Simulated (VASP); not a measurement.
# Li2B (P-6m2) in VASP: notebook, part 2 of 2

VASP 6.6.1.

### 4 Single point, PBE

This run uses another cell than the first one, of 11.40 Å³/atom, 1.019 times its volume.

INCAR reads:

```
PREC = Accurate ; ENCUT = 520
EDIFF = 1E-7 ; ISMEAR = 0
SIGMA = 0.1 ; LREAL = False
LASPH = True ; NELM = 100
ALGO = Normal ; ISIF = 2
LWAVE = False ; LCHARG = False
GGA = PE ; NBANDS = 12
```

KPOINTS reads:

```
regular mesh
0
Gamma
  24 24 8
```

POSCAR reads:

```
Li2B
1.0
    2.5003288620      0.0000000000      0.0000000000
   -1.2501644310      2.1653483123      0.0000000000
    0.0000000000      0.0000000000      6.3142787761
Li B
2 1
Direct
    0.6666666667      0.3333333333      0.7159454544
    0.6666666667      0.3333333333      0.2840545456
    0.3333333333      0.6666666667      0.0000000000
```

Potentials or basis: VASP PAW PBE potentials, release 64 (Li_sv, B).

The run is started by

```sh
cat potpaw_PBE.64/Li_sv/POTCAR potpaw_PBE.64/B/POTCAR > POTCAR
mpirun -np 1 vasp_std > vasp.out
```

OUTCAR:

```text
PREC = Accurate
   ENCUT = 520
   EDIFF = 1E-7
   ISMEAR = 0
   LREAL = False
   LASPH = True
   NELM = 100
   ISIF = 2
   GGA = PE

 ion  position               nearest neighbor table
   1  0.667  0.333  0.716-   3 2.30   3 2.30   3 2.30
   2  0.667  0.333  0.284-   3 2.30   3 2.30   3 2.30
   3  0.333  0.667  0.000-   1 2.30   2 2.30   1 2.30   2 2.30   1 2.30   2 2.30

  LATTYP: Found a hexagonal cell.
 ALAT       =     2.5003288620
 C/A-ratio  =     2.5253793099

  Lattice vectors:

[... 543 lines left out ...]
      9       8.4328      0.00000
     10      13.3097      0.00000
     11      15.8328      0.00000
     12      16.1035      0.00000

 [... further k-points ...]
[... 5 lines left out ...]
  --------------------------------------------------------------------------------------
  -------------------------------------------------------------------------------------
  Total       -0.0139270     -0.0139270     -0.0117910      0.0000000      0.0000000      0.0000000
  in kB       -0.6527090     -0.6527090     -0.5526024      0.0000000      0.0000000      0.0000000
  external PRESSURE =      -0.6193402 kB  Pullay stress =       0.0000000 kB

 VOLUME and BASIS-vectors are now :
 -----------------------------------------------------------------------------
  energy-cutoff  :      520.00
  volume of cell :       34.19
      direct lattice vectors                 reciprocal lattice vectors
     2.500328862  0.000000000  0.000000000     0.399947389  0.230909733  0.000000000
    -1.250164431  2.165348312  0.000000000     0.000000000  0.461819465  0.000000000
     0.000000000  0.000000000  6.314278776     0.000000000  0.000000000  0.158371215

 POSITION                                       TOTAL-FORCE (eV/Angst)
 -----------------------------------------------------------------------------------
      1.25016      0.72178      4.52068        -0.000000      0.000000     -0.002112
      1.25016      0.72178      1.79360        -0.000000      0.000000      0.002112
     -0.00000      1.44357      0.00000         0.000000     -0.000000      0.000000
 -----------------------------------------------------------------------------------
    total drift:                                0.000003     -0.000002      0.000000

  FREE ENERGIE OF THE ION-ELECTRON SYSTEM (eV)
  ---------------------------------------------------
  free  energy   TOTEN  =        -8.4519493080 eV

  energy  without entropy=       -8.4465094166  energy(sigma->0) =       -8.44922936
```

OSZICAR:

```text
N       E                     dE             d eps       ncg     rms          rms(c)
DAV:   1     0.302857278594E+02    0.30286E+02   -0.40573E+03  7336   0.719E+02
DAV:   2    -0.410012153046E+01   -0.34386E+02   -0.33300E+02  9036   0.165E+02
DAV:   3    -0.858184243151E+01   -0.44817E+01   -0.44326E+01 13240   0.401E+01
DAV:   4    -0.863920202708E+01   -0.57360E-01   -0.57335E-01  9320   0.608E+00
DAV:   5    -0.863976685107E+01   -0.56482E-03   -0.56481E-03 10928   0.507E-01    0.199E+00
DAV:   6    -0.846789494368E+01    0.17187E+00   -0.86621E-01  8984   0.227E+00    0.992E-01
DAV:   7    -0.845435172838E+01    0.13543E-01   -0.41949E-02  8872   0.758E-01    0.568E-01
DAV:   8    -0.845182764191E+01    0.25241E-02   -0.12121E-02  9260   0.587E-01    0.735E-02
DAV:   9    -0.845193860994E+01   -0.11097E-03   -0.49842E-04 11488   0.127E-01    0.365E-02
DAV:  10    -0.845195100566E+01   -0.12396E-04   -0.51127E-05  9584   0.355E-02    0.652E-03
DAV:  11    -0.845194957590E+01    0.14298E-05   -0.25102E-06  9512   0.768E-03    0.270E-03
DAV:  12    -0.845194931672E+01    0.25918E-06   -0.17185E-07  9120   0.275E-03    0.266E-04
DAV:  13    -0.845194930802E+01    0.86947E-08   -0.21117E-08  5816   0.101E-03
   1 F= -.84519493E+01 E0= -.84492294E+01  d E =-.543989E-02
```

Wall time 69 s (1 thread of Intel Xeon Platinum 8375C at 2.90GHz (Ice Lake), shared host); peak memory 0.23 GiB.

What came out:

* Free energy: -8.4519 eV

Forces on the atoms (eV/Å):
```
Li   0.000  0.000 -0.002
Li   0.000  0.000  0.002
B    0.000  0.000  0.000
```

Levels at points of the mesh, in eV from the Fermi level:
```csv
k point,band 2,band 3,band 4,band 5,band 6,band 7,band 8,band 9
"(0.00, 0.00, 0.00)",-45.40,-9.67,-3.26,-2.54,5.66,8.17,9.07,9.07
"(0.50, 0.00, 0.00)",-45.30,-3.61,-3.22,0.23,2.90,5.41,5.87,6.04
"(0.00, 0.00, 0.50)",-45.40,-9.67,-3.79,-1.59,3.62,9.07,9.07,13.00
"(0.50, 0.00, 0.50)",-45.30,-3.53,-3.21,-0.35,4.26,5.54,5.79,6.05
```

Caveat: the cutoff is under 1.25 times the usual one of these potentials, so pressure, stress and relaxed cells hold a basis-set (Pulay) error.

### 5 Relaxation of cell and atoms, PBE

This run uses another cell than the first one, of 11.85 Å³/atom, 1.060 times its volume.

INCAR reads:

```
ALGO = Fast ; EDIFF = 1E-6
EDIFFG = -0.01 ; ENCUT = 600
GGA = PE ; IBRION = 2
ISIF = 3 ; ISMEAR = 0
LASPH = T ; LCHARG = F
LREAL = F ; LWAVE = F
NELM = 100 ; NSW = 100
PREC = Accurate ; SIGMA = 0.1
```

KPOINTS reads:

```
k-points
0
Gamma
  24 24 8
```

POSCAR reads:

```
Li2B
1.0
    2.5727875030      0.0000000000      0.0000000000
   -1.2863937515      2.2280993362      0.0000000000
    0.0000000000      0.0000000000      6.1990991586
Li B
2 1
Direct
    0.6666666667      0.3333333333      0.7197432748
    0.6666666667      0.3333333333      0.2802567252
    0.3333333333      0.6666666667      0.0000000000
```

Potentials or basis: VASP PAW PBE potentials, release 64 (Li_sv, B).

The run is started by

```sh
cat potpaw_PBE.64/Li_sv/POTCAR potpaw_PBE.64/B/POTCAR > POTCAR
mpirun -np 1 vasp_std > vasp.out
```

OUTCAR:

```text
EDIFF = 1E-6
   EDIFFG = -0.01
   ENCUT = 600
   GGA = PE
   IBRION = 2
   ISIF = 3
   ISMEAR = 0
   LASPH = T
   LREAL = F
   NELM = 100
   NSW = 100
   PREC = Accurate

 ion  position               nearest neighbor table
   1  0.667  0.333  0.720-   3 2.29   3 2.29   3 2.29
   2  0.667  0.333  0.280-   3 2.29   3 2.29   3 2.29
   3  0.333  0.667  0.000-   1 2.29   2 2.29   1 2.29   2 2.29   1 2.29   2 2.29

  LATTYP: Found a hexagonal cell.
 ALAT       =     2.5727875030
 C/A-ratio  =     2.4094874339

  Lattice vectors:

 A1 = (   2.5727875030,   0.0000000000,   0.0000000000)
 A2 = (  -1.2863937515,   2.2280993362,   0.0000000000)
 A3 = (   0.0000000000,   0.0000000000,   6.1990991586)

Analysis of symmetry for initial positions (statically):
=====================================================================
[... 444 lines left out ...]
  energy without entropy =       -8.44971753  energy(sigma->0) =       -8.45243478

 E-fermi :   2.5355     XC(G=0):  -9.0842

 val. band max:        2.5280958045   @ k =   0.2917   0.2083   0.0000
 cond. band min:       2.5355259774   @ k =   0.4167   0.0417   0.0000
 fundamental gap:      0.0074301729
 Fermi energy:         2.5355137108

 k-point     1 :       0.0000    0.0000    0.0000
  band No.  band energies     occupation
      1     -42.8751      2.00000
      2     -42.8604      2.00000
      3      -7.1767      2.00000
      4      -0.7528      2.00000
      5      -0.0255      2.00000
      6       8.2089      0.00000
      7      11.6744      0.00000
      8      11.6773      0.00000
[... 243 lines left out ...]
 k-point    24 :       0.4583    0.0417    0.0000
  band No.  band energies     occupation
      1     -42.7657      2.00000
      2     -42.7544      2.00000
      3      -1.3851      2.00000
      4      -0.3073      2.00000
      5       2.7638      0.00124
      6       5.3841      0.00000
      7       7.9755      0.00000
      8       8.5101      0.00000

 [... further k-points ...]
[... 5 lines left out ...]
  --------------------------------------------------------------------------------------
  -------------------------------------------------------------------------------------
  Total        0.0046927      0.0046927     -0.0057967      0.0000000      0.0000000      0.0000000
  in kB        0.2213712      0.2213712     -0.2734503      0.0000000      0.0000000      0.0000000
  external PRESSURE =       0.0564307 kB  Pullay stress =       0.0000000 kB
[... 18 lines left out ...]
  FREE ENERGIE OF THE ION-ELECTRON SYSTEM (eV)
  ---------------------------------------------------
  free  energy   TOTEN  =        -8.4551520277 eV

  energy  without entropy=       -8.4497175325  energy(sigma->0) =       -8.45243478

 reached required accuracy - stopping structural energy minimisation
```

OSZICAR:

```text
N       E                     dE             d eps       ncg     rms          rms(c)
DAV:   1     0.122470363616E+02    0.12247E+02   -0.48855E+03  4880   0.118E+03
DAV:   2    -0.695064701093E+01   -0.19198E+02   -0.18875E+02  7264   0.106E+02
DAV:   3    -0.854229619136E+01   -0.15916E+01   -0.15891E+01  6232   0.426E+01
DAV:   4    -0.869796254735E+01   -0.15567E+00   -0.15561E+00  7464   0.866E+00
[... 76 lines left out ...]
RMM:   6    -0.845514535194E+01   -0.22085E-05   -0.33801E-05  6203   0.506E-02    0.518E-03
RMM:   7    -0.845514566270E+01   -0.31076E-06   -0.14976E-05  5037   0.313E-02    0.818E-03
RMM:   8    -0.845514455124E+01    0.11115E-05   -0.68320E-06  4385   0.233E-02    0.117E-02
RMM:   9    -0.845515135561E+01   -0.68044E-05   -0.61321E-06  4861   0.251E-02    0.391E-03
RMM:  10    -0.845515202767E+01   -0.67205E-06   -0.14203E-06  3795   0.165E-02
   8 F= -.84551520E+01 E0= -.84524348E+01  d E =-.707346E-03
```

CONTCAR:

```text
Li2B
   1.00000000000000
     2.4933855000777201    0.0000000000000000    0.0000000000000000
    -1.2466927500388600    2.1593351845521846   -0.0000000000000000
     0.0000000000000000    0.0000000000000000    6.3081483542508741
  Li              B
     2     1
Direct
     0.6666666667000030    0.3333333332999970    0.7155494019333142
     0.6666666667000030    0.3333333332999970    0.2844505980666857
     0.3333333332999970    0.6666666667000030    0.0000000000000000

  0.00000000E+00  0.00000000E+00  0.00000000E+00
  0.00000000E+00  0.00000000E+00  0.00000000E+00
  0.00000000E+00  0.00000000E+00  0.00000000E+00
```

Wall time 8.1 min (1 thread of Intel Xeon Platinum 8259CL at 2.50GHz (Skylake/Cascade Lake), shared host); peak memory 0.25 GiB.

Results:

```yaml
Free_energy: -8.4552 eV
Relaxed_volume: 11.32 Å³/atom
Relaxed_cell: a = 2.493 Å, b = 2.493 Å, c = 6.308 Å, α = 90.00°, β = 90.00°, γ = 120.00°
Space_group_after_relaxing_to_0.05_Å: P-6m2 (No. 187)
Energy_gained_by_relaxing: 6.6 meV/atom
Ionic_steps: 8
Pressure_after_relaxing: 0.0 GPa
```

Forces on the atoms (eV/Å):
```
Li   0.000  0.000 -0.002
Li   0.000  0.000  0.002
B    0.000  0.000  0.000
```

Step by step:
```csv
step,energy change (eV),largest force (eV/Å),pressure (GPa),volume (Å³)
1,0.0000,0.0702,-0.36,35.54
2,-0.0081,0.0489,-0.54,35.40
3,-0.0164,0.0226,-0.97,34.98
4,-0.0168,0.0062,-0.89,35.07
5,-0.0187,0.0245,-0.36,34.56
6,-0.0190,0.0452,0.01,34.23
7,-0.0193,0.0357,0.01,34.16
8,-0.0198,0.0024,0.01,33.96
```

Final structure:
```
Li B
1.0
     2.49339    0.00000    0.00000
    -1.24669    2.15934    0.00000
     0.00000    0.00000    6.30815
Li B
2 1
Direct
  0.66667 0.33333 0.71555
  0.66667 0.33333 0.28445
  0.33333 0.66667 0.00000
```

Caveat: the cutoff is under 1.25 times the usual one of these potentials, so pressure, stress and relaxed cells hold a basis-set (Pulay) error.

### 6 Summary

| task | cell | k mesh | cutoff (eV) | gap on the mesh (eV) | pressure (GPa) | relaxed volume (Å³/atom) | largest force (eV/Å) |
| --- | --- | --- | --- | --- | --- | --- | --- |
| relaxation of cell and atoms | relaxed from a = 2.479, b = 2.479, c = 6.302 Å, angles 90.0, 90.0, 120.0°, 3 atoms | 6 × 6 × 4 | 600 | none | 0.0 | 11.78 | 0.01 |
| relaxation of cell and atoms | relaxed from a = 2.060, b = 2.060, c = 10.966 Å, angles 90.0, 90.0, 120.0°, 3 atoms | 12 × 12 × 2 | 600 | none | - | 10.71 | 0.02 |
| single point | a = 2.500, b = 2.500, c = 6.314 Å, angles 90.0, 90.0, 120.0°, 3 atoms | 24 × 24 × 8 | 520 | none | - | - | - |
| relaxation of cell and atoms | relaxed from a = 2.573, b = 2.573, c = 6.199 Å, angles 90.0, 90.0, 120.0°, 3 atoms | 24 × 24 × 8 | 600 | none | 0.0 | 11.32 | - |

Alike in all rows: level PBE; potentials or basis VASP PAW PBE potentials, release 64 (Li_sv, B); no spin polarisation; smearing gaussian 0.1 eV.

Caveats: some runs use coarse meshes; the cutoff is under 1.25 times the usual one of these potentials, so pressure, stress and relaxed cells hold a basis-set (Pulay) error; the volume moved by over 15 % at a fixed basis, so the end points are rough (some runs).

Absolute energies hang on the potentials; compare differences alone.
